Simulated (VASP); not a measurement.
# Cd2Ru (P6/mmm) in VASP: a series of runs

The runs below take Cd2Ru through single point, with r2SCAN.

Everything below comes from runs of VASP 6.6.1. Logs are shortened: lines on timing, memory, paths and dates and some standing lists are left out, and cuts for length are marked.

### Step 1. The cell of the first run

The structure is hexagonal, space group P6/mmm (No. 191). Conventional cell: a = 4.670 Å, b = 4.670 Å, c = 2.766 Å, α = 90.00°, β = 90.00°, γ = 120.00°. Within 3.6 Å of Cd (site symmetry -6m2) lie 5 Cd at 2.70 to 2.77 Å and 6 Ru at 3.03 Å. Within 3.6 Å of Ru (site symmetry 6/mmm) lie 2 Ru at 2.77 Å and 12 Cd at 3.03 Å.

### Step 2. Single point, r2SCAN

File POSCAR:

```
Cd2Ru
1.0
    4.6701336259      0.0000000000      0.0000000000
   -2.3350668129      4.0444543591      0.0000000000
    0.0000000000      0.0000000000      2.7661927273
Cd Ru
2 1
Direct
    0.3333333333      0.6666666667      0.5000000000
    0.6666666667      0.3333333333      0.5000000000
    0.0000000000      0.0000000000      0.0000000000
```

File INCAR.step1:

```
PREC     = Accurate       # precision mode
ENCUT    = 700            # plane-wave cutoff, eV
ISMEAR   = 0              # smearing method
SIGMA    = 0.1            # smearing width, eV
LREAL    = False          # projectors in reciprocal space
LASPH    = True           # aspherical terms in the spheres
NELM     = 120            # most SCF steps
NBANDS   = 35             # bands
GGA      = PE             # functional
ALGO     = Normal         # electronic algorithm
EDIFF    = 1E-5           # SCF threshold, eV
LWAVE    = True           # write WAVECAR
LCHARG   = False          # write CHGCAR
GGA_COMPAT= False
```

File INCAR.step2:

```
PREC     = Accurate       # precision mode
ENCUT    = 700            # plane-wave cutoff, eV
EDIFF    = 1E-6           # SCF threshold, eV
ISMEAR   = 0              # smearing method
SIGMA    = 0.1            # smearing width, eV
LREAL    = False          # projectors in reciprocal space
LASPH    = True           # aspherical terms in the spheres
NELM     = 120            # most SCF steps
ALGO     = Normal         # electronic algorithm
ISIF     = 2              # what is computed and relaxed
LWAVE    = False          # write WAVECAR
LCHARG   = False          # write CHGCAR
METAGGA  = R2SCAN         # meta-GGA
LMIXTAU  = True         
NBANDS   = 35             # bands
ISTART   = 1            
GGA_COMPAT= False
```

File KPOINTS:

```
regular mesh
0
Gamma
  6 6 4
```

Potentials or basis: VASP PAW PBE potentials, release 64 (Cd_sv_GW, Ru_sv).

Run with:

```sh
$ cat potpaw_PBE.64/Cd_sv_GW/POTCAR potpaw_PBE.64/Ru_sv/POTCAR > POTCAR
$ cp INCAR.step1 INCAR
$ mpirun -np 1 vasp_std > vasp.out
$ cp INCAR.step2 INCAR
$ mpirun -np 1 vasp_std > vasp.out
```

OUTCAR:

```text
PREC = Accurate
   ENCUT = 700
   EDIFF = 1E-6
   ISMEAR = 0
   LREAL = False
   LASPH = True
   NELM = 120
   ISIF = 2
   METAGGA = R2SCAN
   ISTART = 1

 ion  position               nearest neighbor table
   1  0.333  0.667  0.500-
   2  0.667  0.333  0.500-
   3  0.000  0.000  0.000-

  LATTYP: Found a hexagonal cell.
 ALAT       =     4.6701336259
 C/A-ratio  =     0.5923155415

  Lattice vectors:

 A1 = (   4.6701336259,   0.0000000000,   0.0000000000)
 A2 = (  -2.3350668129,   4.0444543591,   0.0000000000)
 A3 = (   0.0000000000,   0.0000000000,   2.7661927273)

Analysis of symmetry for initial positions (statically):
=====================================================================
 Subroutine PRICEL returns:
 Original cell was already a primitive cell.

 Routine SETGRP: Setting up the symmetry group for a
 hexagonal supercell.

 Subroutine GETGRP returns: Found 24 space group operations
 (whereof 24 operations were pure point group operations)
 out of a pool of 24 trial point group operations.

The static configuration has the point symmetry D_6h.

Analysis of symmetry for dynamics (positions and initial velocities):
=====================================================================
 Subroutine PRICEL returns:
 Original cell was already a primitive cell.

 Routine SETGRP: Setting up the symmetry group for a
 hexagonal supercell.

 Subroutine GETGRP returns: Found 24 space group operations
 (whereof 24 operations were pure point group operations)
 out of a pool of 24 trial point group operations.

The dynamic configuration has the point symmetry D_6h.

 Subroutine INISYM returns: Found 24 space group operations
 (whereof 24 operations are pure point group operations),
 and found     1 'primitive' translations

----------------------------------------------------------------------------------------

                                     Primitive cell

  volume of cell :      52.2482

  direct lattice vectors                    reciprocal lattice vectors
     4.670133626  0.000000000  0.000000000     0.214126635  0.123626071  0.000000000
    -2.335066813  4.044454359  0.000000000     0.000000000  0.247252141  0.000000000
[... 75 lines left out ...]
   ISTART =      1    job   : 0-new  1-cont  2-samecut
   ICHARG =      0    charge: 1-file 2-atom 10-const
   ISPIN  =      1    spin polarized calculation?
   LNONCOLLINEAR =      F non collinear calculations
   LSORBIT =      F    spin-orbit coupling
   LASPH  =      T    aspherical Exc in radial PAW
   ENCUT  =  700.0 eV  51.45 Ry    7.17 a.u.  10.07 10.07  5.97*2*pi/ulx,y,z
   NELM   =    120;   NELMIN=  2; NELMDL=  0     # of ELM steps
   EDIFF  = 0.1E-05   stopping-criterion for ELM
   LREAL  =      F    real-space projection
   EDIFFG = 0.1E-04   stopping-criterion for IOM
   NSW    =      0    number of steps for IOM
   IBRION =     -1    ionic relax: 0-MD 1-quasi-New 2-CG
   NFREE  =      0    steps in history (QN), initial steepest desc. (CG)
   ISIF   =      2    stress and relaxation
   ISYM   =      2    0-nonsym 1-usesym 2-fastsym
   POTIM  = 0.5000    time-step for ionic-motion
   TEBEG  =    0.0;   TEEND  =   0.0 temperature during run
   PSTRESS=    0.0 pullay stress
   NELECT =      56.0000    total number of electrons
   NUPDOWN=      -1.0000    fix difference up-down
   EMIN   =  10.00;   EMAX   =-10.00  energy-range for DOS
   EFERMI =   0.00;   METHOD = LEGACY
   ISMEAR =     0;   SIGMA  =   0.10  broadening in eV -4-tet -1-fermi 0-gaus
   EFERMI_NEDOS =   21; number of points for ismear=-14 and -15
   IALGO  =     38    algorithm
   IMIX   =      4    mixing-type and parameters
     AMIX     =   0.40;   BMIX     =  1.00
     AMIX_MAG =   1.60;   BMIX_MAG =  1.00
  volume/ion in A,a.u.               =      17.42       117.53
  Fermi-wavevector in a.u.,A,eV,Ry     =   1.675381  3.166011 38.190218  2.806902
  Thomas-Fermi vector in A             =   2.760010
   LORBIT       =      0    0 simple, 1 ext, 2 COOP (PROOUT), +10 PAW based schemes
   METAGGA = R2SCAN    functional components
   LHFCALC =     F    Hartree Fock is set to
   AEXX    =    0.0000 exact exchange contribution
   IVDW    =     0    specifies the selected vdW correction
   LEPSILON=     F    determine dielectric tensor
   LRPA    =     F    only Hartree local field effects (RPA)
 non-spin polarized calculation
 Gauss-broadening in eV      SIGMA  =   0.10
  energy-cutoff  :      700.00
  volume of cell :       52.25
 maximum number of plane-waves:      2220
   NGX = 21   NGY = 21   NGZ = 11

 number of electron      56.0000020 magnetization

 Free energy of the ion-electron system (eV)
  ---------------------------------------------------
  ext. energy  EPLUGINS =         0.00000000
  ---------------------------------------------------
  free energy    TOTEN  =       -64.70216142 eV

  energy without entropy =      -64.69487511  energy(sigma->0) =      -64.69851827

 E-fermi :   8.9210     XC(G=0): -13.5649

 val. band max:        8.8534330021   @ k =   0.5000  -0.0000   0.5000
 cond. band min:       8.9934890443   @ k =   0.3333   0.3333   0.5000
 fundamental gap:      0.1400560423
 Fermi energy:         8.9210075859

 k-point     1 :       0.0000    0.0000    0.0000
  band No.  band energies     occupation
      1     -96.7838      2.00000
      2     -96.7687      2.00000
      3     -65.3770      2.00000
      4     -56.9419      2.00000
      5     -56.9419      2.00000
      6     -56.9014      2.00000
[... 787 lines left out ...]
     34      19.9064      0.00000
     35      20.8000      0.00000

------------------------ aborting loop because EDIFF is reached ----------------------------------------

  FORCE on cell =-STRESS in cart. coord.  units (eV):
  Direction    XX          YY          ZZ          XY          YZ          ZX
  --------------------------------------------------------------------------------------
  -------------------------------------------------------------------------------------
  Total        0.0624154      0.0624154      0.0536642      0.0000000      0.0000000      0.0000000
  in kB        1.9139502      1.9139502      1.6455981      0.0000000      0.0000000      0.0000000
  external PRESSURE =       1.8244995 kB  Pullay stress =       0.0000000 kB

 VOLUME and BASIS-vectors are now :
 -----------------------------------------------------------------------------
  energy-cutoff  :      700.00
  volume of cell :       52.25
      direct lattice vectors                 reciprocal lattice vectors
     4.670133626  0.000000000  0.000000000     0.214126635  0.123626071  0.000000000
    -2.335066813  4.044454359  0.000000000     0.000000000  0.247252141  0.000000000
     0.000000000  0.000000000  2.766192727     0.000000000  0.000000000  0.361507711

 POSITION                                       TOTAL-FORCE (eV/Angst)
 -----------------------------------------------------------------------------------
     -0.00000      2.69630      1.38310        -0.000000      0.000000      0.000000
      2.33507      1.34815      1.38310         0.000000      0.000000     -0.000000
      0.00000      0.00000      0.00000         0.000000      0.000000      0.000000
 -----------------------------------------------------------------------------------
    total drift:                               -0.000000      0.000000      0.000000

  FREE ENERGIE OF THE ION-ELECTRON SYSTEM (eV)
  ---------------------------------------------------
  free  energy   TOTEN  =       -64.7021614218 eV

  energy  without entropy=      -64.6948751119  energy(sigma->0) =      -64.69851827
```

OUTCAR.step1:

```text
PREC = Accurate
   ENCUT = 700
   ISMEAR = 0
   LREAL = False
   LASPH = True
[... 1017 lines left out ...]
     -0.00000      2.69630      1.38310        -0.000000      0.000000     -0.000000
      2.33507      1.34815      1.38310         0.000000      0.000000      0.000000
      0.00000      0.00000      0.00000         0.000000      0.000000     -0.000000
 -----------------------------------------------------------------------------------
    total drift:                               -0.000000      0.000000      0.000000

  FREE ENERGIE OF THE ION-ELECTRON SYSTEM (eV)
  ---------------------------------------------------
  free  energy   TOTEN  =        -9.7370140120 eV

  energy  without entropy=       -9.7314547914  energy(sigma->0) =       -9.73423440
```

OSZICAR.step1:

```text
N       E                     dE             d eps       ncg     rms          rms(c)
DAV:   1     0.154558805904E+04    0.15456E+04   -0.38297E+04  1470   0.281E+03
DAV:   2     0.150762881558E+03   -0.13948E+04   -0.13432E+04  1470   0.983E+02
DAV:   3    -0.151095789874E+01   -0.15227E+03   -0.14725E+03  2252   0.399E+02
DAV:   4    -0.996992083788E+01   -0.84590E+01   -0.82443E+01  2076   0.115E+02
DAV:   5    -0.103472127833E+02   -0.37729E+00   -0.37695E+00  2315   0.231E+01    0.460E+01
DAV:   6    -0.981052767232E+01    0.53669E+00   -0.13447E+00  2323   0.219E+01    0.280E+01
DAV:   7    -0.974836555174E+01    0.62162E-01   -0.47771E-01  1781   0.613E+00    0.299E+00
DAV:   8    -0.974687886307E+01    0.14867E-02   -0.21017E-01  1872   0.297E+00    0.261E+00
DAV:   9    -0.973767845498E+01    0.92004E-02   -0.54412E-02  1933   0.172E+00    0.579E-01
DAV:  10    -0.973702570817E+01    0.65275E-03   -0.28804E-03  1743   0.657E-01    0.134E-01
DAV:  11    -0.973701445460E+01    0.11254E-04   -0.22131E-04  2404   0.205E-01    0.281E-02
DAV:  12    -0.973701401199E+01    0.44261E-06   -0.75908E-06   934   0.324E-02
   1 F= -.97370140E+01 E0= -.97342344E+01  d E =-.555922E-02
```

It took 2.9 min on 1 thread of AMD EPYC 7R13 (Zen 3), shared host; peak memory 0.21 GiB.

Results:

```
Free energy            : -64.7022 eV
Pressure               : 0.2 GPa
Band gap on the k mesh : zero (bands 28 and 29 overlap by 0.98 eV)
```

Caveat: the k points lie up to 0.57 Å⁻¹ apart, too coarse for converged energies and pressures of a metal; the PAW data sets were made with another functional, which shifts forces and pressure a little.

### Step 3. Single point, r2SCAN

This run uses another cell than the first one, of 17.46 Å³/atom.

File POSCAR:

```
Cd2Ru
1.0
    4.6494632891      0.0000000000      0.0000000000
   -2.3247316445      4.0265533224      0.0000000000
    0.0000000000      0.0000000000      2.7977285544
Cd Ru
2 1
Direct
    0.3333333333      0.6666666667      0.5000000000
    0.6666666667      0.3333333333      0.5000000000
    0.0000000000      0.0000000000      0.0000000000
```

INCAR.step1 is that of step 2.

INCAR.step2 is that of step 2.

File KPOINTS:

```
Automatic mesh
0
Gamma
  6 6 6
```

Potentials or basis: VASP PAW PBE potentials, release 64 (Cd_sv_GW, Ru_sv).

Run with:

```sh
$ cat potpaw_PBE.64/Cd_sv_GW/POTCAR potpaw_PBE.64/Ru_sv/POTCAR > POTCAR
$ cp INCAR.step1 INCAR
$ mpirun -np 1 vasp_std > vasp.out
$ cp INCAR.step2 INCAR
$ mpirun -np 1 vasp_std > vasp.out
```

OUTCAR:

```text
PREC = Accurate
   ENCUT = 700
   EDIFF = 1E-6
   ISMEAR = 0
   LREAL = False
   LASPH = True
   NELM = 120
   ISIF = 2
   METAGGA = R2SCAN
   ISTART = 1

 ion  position               nearest neighbor table
   1  0.333  0.667  0.500-
   2  0.667  0.333  0.500-
   3  0.000  0.000  0.000-

  LATTYP: Found a hexagonal cell.
 ALAT       =     4.6494632891
 C/A-ratio  =     0.6017315076

  Lattice vectors:

 A1 = (   4.6494632891,   0.0000000000,   0.0000000000)
 A2 = (  -2.3247316445,   4.0265533224,   0.0000000000)
 A3 = (   0.0000000000,   0.0000000000,   2.7977285544)

Analysis of symmetry for initial positions (statically):
=====================================================================
 Subroutine PRICEL returns:
 Original cell was already a primitive cell.

 Routine SETGRP: Setting up the symmetry group for a
 hexagonal supercell.

 Subroutine GETGRP returns: Found 24 space group operations
 (whereof 24 operations were pure point group operations)
 out of a pool of 24 trial point group operations.

The static configuration has the point symmetry D_6h.

Analysis of symmetry for dynamics (positions and initial velocities):
=====================================================================
 Subroutine PRICEL returns:
 Original cell was already a primitive cell.

 Routine SETGRP: Setting up the symmetry group for a
 hexagonal supercell.

 Subroutine GETGRP returns: Found 24 space group operations
 (whereof 24 operations were pure point group operations)
 out of a pool of 24 trial point group operations.

The dynamic configuration has the point symmetry D_6h.
[... 104 lines left out ...]
   NSW    =      0    number of steps for IOM
   IBRION =     -1    ionic relax: 0-MD 1-quasi-New 2-CG
   NFREE  =      0    steps in history (QN), initial steepest desc. (CG)
   ISIF   =      2    stress and relaxation
   ISYM   =      2    0-nonsym 1-usesym 2-fastsym
   POTIM  = 0.5000    time-step for ionic-motion
   TEBEG  =    0.0;   TEEND  =   0.0 temperature during run
   PSTRESS=    0.0 pullay stress
   NELECT =      56.0000    total number of electrons
   NUPDOWN=      -1.0000    fix difference up-down
   EMIN   =  10.00;   EMAX   =-10.00  energy-range for DOS
   EFERMI =   0.00;   METHOD = LEGACY
   ISMEAR =     0;   SIGMA  =   0.10  broadening in eV -4-tet -1-fermi 0-gaus
   EFERMI_NEDOS =   21; number of points for ismear=-14 and -15
   IALGO  =     38    algorithm
   IMIX   =      4    mixing-type and parameters
     AMIX     =   0.40;   BMIX     =  1.00
     AMIX_MAG =   1.60;   BMIX_MAG =  1.00
  volume/ion in A,a.u.               =      17.46       117.82
  Fermi-wavevector in a.u.,A,eV,Ry     =   1.674006  3.163412 38.127532  2.802295
  Thomas-Fermi vector in A             =   2.758877
   LORBIT       =      0    0 simple, 1 ext, 2 COOP (PROOUT), +10 PAW based schemes
   METAGGA = R2SCAN    functional components
   LHFCALC =     F    Hartree Fock is set to
   AEXX    =    0.0000 exact exchange contribution
   IVDW    =     0    specifies the selected vdW correction
   LEPSILON=     F    determine dielectric tensor
   LRPA    =     F    only Hartree local field effects (RPA)
 non-spin polarized calculation
 Gauss-broadening in eV      SIGMA  =   0.10
  energy-cutoff  :      700.00
  volume of cell :       52.38
 maximum number of plane-waves:      2232
   NGX = 21   NGY = 21   NGZ = 13

 number of electron      56.0000023 magnetization

 Free energy of the ion-electron system (eV)
  ---------------------------------------------------
  ext. energy  EPLUGINS =         0.00000000
  ---------------------------------------------------
  free energy    TOTEN  =       -64.65260701 eV

  energy without entropy =      -64.64484545  energy(sigma->0) =      -64.64872623

 E-fermi :   8.9597     XC(G=0): -13.5398

 val. band max:        8.9388322300   @ k =   0.3333   0.1667   0.1667
 cond. band min:       9.0401238379   @ k =   0.3333   0.3333   0.5000
 fundamental gap:      0.1012916079
 Fermi energy:         8.9596735610

 k-point     1 :       0.0000    0.0000    0.0000
  band No.  band energies     occupation
      1     -96.8561      2.00000
      2     -96.8400      2.00000
      3     -65.2436      2.00000
      4     -57.0146      2.00000
      5     -57.0146      2.00000
      6     -56.9818      2.00000
[... 901 lines left out ...]
     34      16.5883      0.00000
     35      16.8022      0.00000

 [... further k-points ...]
[... 5 lines left out ...]
  --------------------------------------------------------------------------------------
  -------------------------------------------------------------------------------------
  Total        0.0288328      0.0288328      0.0057295      0.0000000      0.0000000      0.0000000
  in kB        0.8819724      0.8819724      0.1752605      0.0000000      0.0000000      0.0000000
  external PRESSURE =       0.6464018 kB  Pullay stress =       0.0000000 kB

 VOLUME and BASIS-vectors are now :
 -----------------------------------------------------------------------------
  energy-cutoff  :      700.00
  volume of cell :       52.38
      direct lattice vectors                 reciprocal lattice vectors
     4.649463289  0.000000000  0.000000000     0.215078588  0.124175681  0.000000000
    -2.324731644  4.026553322  0.000000000     0.000000000  0.248351362  0.000000000
     0.000000000  0.000000000  2.797728554     0.000000000  0.000000000  0.357432818

 POSITION                                       TOTAL-FORCE (eV/Angst)
 -----------------------------------------------------------------------------------
     -0.00000      2.68437      1.39886         0.000000     -0.000000      0.000000
      2.32473      1.34218      1.39886        -0.000000      0.000000      0.000000
      0.00000      0.00000      0.00000        -0.000000      0.000000      0.000000
 -----------------------------------------------------------------------------------
    total drift:                               -0.000000      0.000000      0.000000

  FREE ENERGIE OF THE ION-ELECTRON SYSTEM (eV)
  ---------------------------------------------------
  free  energy   TOTEN  =       -64.6526070108 eV

  energy  without entropy=      -64.6448454493  energy(sigma->0) =      -64.64872623
```

OUTCAR.step1:

```text
PREC = Accurate
   ENCUT = 700
   ISMEAR = 0
   LREAL = False
   LASPH = True
[... 1137 lines left out ...]
     -0.00000      2.68437      1.39886         0.000000      0.000000      0.000000
      2.32473      1.34218      1.39886        -0.000000     -0.000000     -0.000000
      0.00000      0.00000      0.00000        -0.000000      0.000000      0.000000
 -----------------------------------------------------------------------------------
    total drift:                               -0.000000      0.000000      0.000000

  FREE ENERGIE OF THE ION-ELECTRON SYSTEM (eV)
  ---------------------------------------------------
  free  energy   TOTEN  =        -9.6917097461 eV

  energy  without entropy=       -9.6851204878  energy(sigma->0) =       -9.68841512
```

OSZICAR.step1:

```text
N       E                     dE             d eps       ncg     rms          rms(c)
DAV:   1     0.155178599307E+04    0.15518E+04   -0.38430E+04  1968   0.283E+03
DAV:   2     0.151811490607E+03   -0.14000E+04   -0.13477E+04  1960   0.984E+02
DAV:   3    -0.108697357980E+01   -0.15290E+03   -0.14832E+03  2995   0.399E+02
DAV:   4    -0.990002676232E+01   -0.88131E+01   -0.87033E+01  2765   0.118E+02
DAV:   5    -0.103217592233E+02   -0.42173E+00   -0.42142E+00  3143   0.241E+01    0.449E+01
DAV:   6    -0.977392748219E+01    0.54783E+00   -0.14821E+00  3037   0.229E+01    0.290E+01
DAV:   7    -0.982385511089E+01   -0.49928E-01   -0.16215E+00  2205   0.942E+00    0.529E+00
DAV:   8    -0.971432332922E+01    0.10953E+00   -0.15658E+00  2587   0.613E+00    0.476E+00
DAV:   9    -0.969227534864E+01    0.22048E-01   -0.12237E-01  2755   0.310E+00    0.500E-01
DAV:  10    -0.969181791217E+01    0.45744E-03   -0.46074E-03  2664   0.567E-01    0.280E-01
DAV:  11    -0.969171056189E+01    0.10735E-03   -0.83552E-04  2890   0.324E-01    0.393E-02
DAV:  12    -0.969170974614E+01    0.81575E-06   -0.18937E-05  1631   0.632E-02
   1 F= -.96917097E+01 E0= -.96884151E+01  d E =-.658926E-02
```

Wall time 2.7 min (1 thread of Intel Xeon Platinum 8488C (Sapphire Rapids), shared host); peak memory 0.26 GiB.

Results:

```yaml
Free_energy: -64.6526 eV
Pressure: 0.1 GPa
Band_gap_on_the_k_mesh: zero (bands 28 and 29 overlap by 0.89 eV)
```

Caveat: the k points lie up to 0.37 Å⁻¹ apart, too coarse for converged energies and pressures of a metal; the PAW data sets were made with another functional, which shifts forces and pressure a little.

The gap in the log of VASP goes by the Fermi energy; the results here count the filled bands.